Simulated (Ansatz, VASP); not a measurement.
## One calculation of MgI2, two programs

INCAR

```
  PREC = Accurate
  ENCUT = 520
  EDIFF = 1E-6
  ISMEAR = 0
  SIGMA = 0.05
  LREAL = F
  LASPH = T
  NELM = 60
  ALGO = Normal
  ISIF = 2
  LWAVE = F
  LCHARG = F
  GGA = PE
  IVDW = 12
  NBANDS = 15
```

Contents of KPOINTS:

```
regular mesh
0
Gamma
  6 6 4
```

Contents of POSCAR:

```
MgI2
1.0
    4.4859961311      0.0000000000      0.0000000000
   -2.2429980655      3.8849866108      0.0000000000
    0.0000000000      0.0000000000      7.4109600000
Mg I
1 2
Direct
    0.0000000000      0.0000000000      0.0000000000
    0.3333333333      0.6666666667      0.7576300000
    0.6666666667      0.3333333333      0.2423700000
```

Input for Ansatz:

```yaml
crystal:
  lattice:
    - [4.4859961311, 0.0, 0.0]
    - [-2.2429980655, 3.8849866108, 0.0]
    - [0.0, 0.0, 7.41096]
  atoms:
    - { symbol: Mg, position: [0.0, 0.0, 0.0] }
    - { symbol: I, position: [0.3333333333, 0.6666666667, 0.75763] }
    - { symbol: I, position: [0.6666666667, 0.3333333333, 0.24237] }
basis:
  ecutwfc: 420
kpoints:
  mp_grid: { grid: [6, 6, 4] }
hamiltonian:
  xc: pbe
  dispersion: d3bj
scf:
  occupations: { method: gaussian, width: 0.05 }
output:
  forces: true
  stress: true
  eigenvalues: true
  write_density: true
  write_potential: true
  elf: true
  volumetric_format: npy
```

Change from the starting cell: strain +0.080 along x and y, +0.080 along z, atoms carried along.

Alike in both runs: task single point; functional PBE; dispersion D3(BJ); k mesh 6 × 6 × 4; occupations gaussian, width 0.05 eV; no spin polarisation.

```csv
,VASP,Ansatz
version,VASP 6.6.1,Ansatz 0.2.0
potentials or method,"VASP PAW PBE potentials, release 64 (Mg, I), cutoff 520 eV","scalar-relativistic, plane waves, PAW"
valence electrons in the cell,16,44
```

```tsv
	VASP	Ansatz	Ansatz less VASP
gap on the k mesh at the Fermi level (eV)	2.85	2.87	+0.019
least direct gap on the mesh (eV)	2.85	2.87	+0.019
pressure (GPa)	-4.5	-4.4	+0.04
traceless stress, the component that is largest in VASP (GPa)	0.30	0.30	-0.004
rms of the force components (eV/Å)	0.373	0.370	-0.0037
```

Atom by atom the forces differ by 0.004 eV/Å (rms over components). VASP's potentials hold 16 valence electrons a cell and Ansatz's 44, so a difference there can come from the potentials and not from the codes.

Spin-orbit coupling is off throughout.
